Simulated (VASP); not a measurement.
Runs of VASP 6.6.1 on SiO2. The structure is that of space group P6_222 (No. 180), or close to it. The cells are those of the table. 

| cell | gap on the mesh (eV) | pressure (GPa) | largest force (eV/Å) |
| --- | --- | --- | --- |
| a = 5.513, b = 5.513, c = 5.585 Å, angles 90.0, 90.0, 120.0°, 9 atoms | 4.13 | -19.6 | 0.93 |
| a = 5.309, b = 5.309, c = 5.585 Å, angles 90.0, 90.0, 120.0°, 9 atoms | (a) | -11.6 | 0.55 |
| a = 5.513, b = 5.513, c = 5.138 Å, angles 90.0, 90.0, 120.0°, 9 atoms | 4.68 | (b) | 0.64 |
| a = 5.309, b = 5.309, c = 5.808 Å, angles 90.0, 90.0, 120.0°, 9 atoms | 4.57 | -16.0 | 0.71 |
| a = 5.513, b = 5.513, c = 5.361 Å, angles 90.0, 90.0, 120.0°, 9 atoms | 4.44 | -16.2 | 0.80 |
| a = 5.105, b = 5.105, c = 6.031 Å, angles 90.0, 90.0, 120.0°, 9 atoms | 4.77 | -11.8 | 0.43 |
| a = 5.309, b = 5.309, c = 6.031 Å, angles 90.0, 90.0, 120.0°, 9 atoms | 4.11 | -19.7 | 0.84 |
| a = 5.309, b = 5.309, c = 5.361 Å, angles 90.0, 90.0, 120.0°, 9 atoms | 5.20 | -6.4 | 0.36 |
| a = 5.105, b = 5.105, c = 5.808 Å, angles 90.0, 90.0, 120.0°, 9 atoms | 5.20 | -6.4 | 0.24 |
| a = 5.309, b = 5.309, c = 5.138 Å, angles 90.0, 90.0, 120.0°, 9 atoms | 5.39 | -0.2 | 0.13 |

Alike in all rows: task single point; level PBE; potentials or basis VASP PAW PBE potentials, release 64 (Si, O); no spin polarisation; k mesh 6 × 6 × 4; cutoff (eV) 520; smearing gaussian 0.05 eV.

Problem. Fill in the values left out.

Solution. (a) 4.92; (b) -12.1.

Caveats: the cell stands under tension (at least some runs).

A k mesh can miss the band edges.
